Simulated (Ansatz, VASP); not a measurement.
## One calculation of TiSe, two programs

```
Ti Se
1.0
     4.16920    0.00000    0.00000
     0.00000    4.97475    0.00000
     0.00000    0.00000   14.00000
Ti Se
1 1
Direct
  0.50000 0.00000 0.50000
  0.00000 0.50000 0.50000
```

Alike in both runs: task single point; functional PBE; k mesh 4 × 4 × 1; occupations gaussian, width 0.1 eV; collinear spin.

|  | VASP | Ansatz |
| --- | --- | --- |
| version | VASP 6.6.1 | Ansatz 0.2.0 |
| potentials or method | VASP PAW PBE potentials, release 64 (Ti_sv, Se), cutoff 520 eV | scalar-relativistic, plane waves, PAW |
| valence electrons in the cell | 18 | 28 |

VASP gave:

- gap on the k mesh at the Fermi level (eV): none
- net moment per atom (μB): 1.00
- size of the moment on the site where the two differ most (μB): 1.72

Task: Which values does Ansatz return?

Result: gap on the k mesh at the Fermi level (eV): none; net moment per atom (μB): 1.00; size of the moment on the site where the two differ most (μB): 1.87.

Site moments also hang on the region over which each program counts them. A gap of «none» marks a metal or a gap that the smearing closes. VASP's potentials hold 18 valence electrons a cell and Ansatz's 28, so a difference there can come from the potentials and not from the codes. Ansatz's warnings: slab cell height set.

The k mesh is coarse, so the values compare programs but aren't converged.
